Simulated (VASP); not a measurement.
Crystal: Cu.

```
CELL_PARAMETERS angstrom
2.57182 0.00000 0.00000
0.00000 2.57182 0.00000
0.00000 0.00000 3.61452
ATOMIC_POSITIONS crystal
Cu 0.00000 0.00000 0.00000
Cu 0.50000 0.50000 0.50000
```

Base run:

```yaml
Program: VASP 6.6.1
Functional: PBE
Potentials_or_basis: VASP PAW PBE potentials, release 64 (Cu)
Cutoff: 520 eV
k_mesh: 16 × 16 × 12
Occupations: methfessel-paxton, width 0.1 eV
Spin: no spin polarisation
```

Its results: band gap on the k mesh zero (band 11 reaches 13.59 eV, above the bottom of band 12 at 5.51 eV); pressure 1.0 GPa.

Task: The run is repeated on the same cell with these changes: potentials or basis from VASP PAW PBE potentials, release 64 (Cu) to VASP PAW PBE potentials, release 64 (Cu_sv_GW); cutoff from 520 eV to 700 eV; further incar settings from ALGO = Fast; EDIFF = 1e-07; NBANDS = 18 to ALGO = Normal; EDIFF = 1e-06; NBANDS = 26; valence electrons from 22 to 38. What comes out?

Result: Band gap on the k mesh zero (band 19 reaches 13.57 eV, above the bottom of band 20 at 5.56 eV); pressure -5.0 GPa.
